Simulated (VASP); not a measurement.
The system is Gd.

```xyz
1
Lattice="-2.0250 2.0250 2.0250 2.0250 -2.0250 2.0250 2.0250 2.0250 -2.0250" Properties=species:S:1:pos:R:3 pbc="T T T"
Gd    0.0000    0.0000    0.0000
```

This isn't the form of Gd at room conditions, which is hcp.

- Program: VASP 6.6.1
- Task: relaxation of volume and atoms at fixed shape
- Functional: PBEsol
- Potentials or basis: VASP PAW PBE potentials, release 64 (Gd)
- Cutoff: 600 eV
- k mesh: 6 × 6 × 6
- Occupations: methfessel-paxton, width 0.1 eV
- Spin: collinear spin, ferromagnetic start
- Starting moments: [7.0] μB

At the start: pressure -2.6 GPa; volume 33.22 Å³/atom.

Q: Where does the relaxation end?

A: Over 5 steps the energy falls by 21.8 meV/atom and the volume is 30.53 Å³/atom (-8.1 %); space group Im-3m (No. 229, to 0.1 Å) before and after; moment 7.56 μB per cell.

Step by step:
```
step  energy change (eV)  largest force (eV/Å)  pressure (GPa)  volume (Å³)
   1              0.0000                0.0000           -2.64        33.22
   2             -0.0219                0.0000           -0.46        30.66
   3             -0.0207                0.0000            0.67        30.18
   4             -0.0217                0.0000            0.26        30.46
   5             -0.0218                0.0000            0.13        30.53
```

Final structure:
```
Gd
1.0
    -1.96893    1.96893    1.96893
     1.96893   -1.96893    1.96893
     1.96893    1.96893   -1.96893
Gd
1
Direct
  0.00000 0.00000 0.00000
```

Caveat: the k points lie up to 0.38 Å⁻¹ apart in the final cell; the PAW data sets were made with another functional, which shifts forces and pressure a little; semilocal functionals describe open f shells poorly, which spoils levels, moments and volumes.
